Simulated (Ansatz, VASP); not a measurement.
Two plane-wave programs on Bi

INCAR

```
SYSTEM = Bi
PREC     = Accurate       ! precision mode
ENCUT    = 520            ! plane-wave cutoff, eV
EDIFF    = 1E-7           ! SCF threshold, eV
ISMEAR   = 0              ! smearing method
SIGMA    = 0.15           ! smearing width, eV
LREAL    = .FALSE.        ! projectors in reciprocal space
LASPH    = .TRUE.         ! aspherical terms in the spheres
NELM     = 60             ! most SCF steps
ALGO     = Fast           ! electronic algorithm
ISIF     = 2              ! what is computed and relaxed
LWAVE    = .FALSE.        ! write WAVECAR
LCHARG   = .TRUE.         ! write CHGCAR
GGA      = PS             ! functional
LELF     = .TRUE.         ! ELF
LVHAR    = .TRUE.       
NBANDS   = 14             ! bands
```

File KPOINTS:

```
regular mesh
0
G
  18 18 18
  0 0 0
```

The input POSCAR:

```
Bi
1.0
   -1.9591394383      1.9814305318      1.9591394383
    2.0037216253     -1.9814305318      2.0037216253
    1.9591394383      1.9814305318     -1.9591394383
Bi
1
Direct
    0.0000000000      0.0000000000      0.0000000000
```

Input for Ansatz:

```yaml
crystal:
  lattice:
    - [-1.9591394383, 1.9814305318, 1.9591394383]
    - [2.0037216253, -1.9814305318, 2.0037216253]
    - [1.9591394383, 1.9814305318, -1.9591394383]
  atoms:
    - { symbol: Bi, position: [0.0, 0.0, 0.0] }
basis:
  ecutwfc: 420
kpoints:
  mp_grid: { grid: [18, 18, 18] }
hamiltonian:
  xc: pbesol
scf:
  occupations: { method: gaussian, width: 0.15 }
output:
  forces: true
  stress: true
  eigenvalues: true
```

Change from the starting cell: strain +0.0225 x Voigt [0, 0, 0, 0, 1, 0], atoms carried along.

Alike in both runs: task single point; functional PBEsol; k mesh 18 × 18 × 18; occupations gaussian, width 0.15 eV; no spin polarisation.

|  | VASP | Ansatz |
| --- | --- | --- |
| version | VASP 6.6.1 | Ansatz 0.2.0 |
| potentials or method | VASP PAW PBE potentials, release 64 (Bi_d), cutoff 520 eV | scalar-relativistic, plane waves, PAW |
| valence electrons in the cell | 15 | 15 |

Ansatz gave:

| Property | Result |
| --- | --- |
| gap on the k mesh at the Fermi level (eV) | none |
| pressure (GPa) | -1.9 |
| traceless stress, the component that is largest in VASP (GPa) | -0.41 |

Problem. Estimate VASP's values.

Solution. gap on the k mesh at the Fermi level (eV): none; pressure (GPa): -2.0; traceless stress, the component that is largest in VASP (GPa): -0.42.

VASP's potentials were made for PBE, not for PBEsol. A gap of «none» marks a metal or a gap that the smearing closes.

Neither program's run includes spin-orbit coupling.
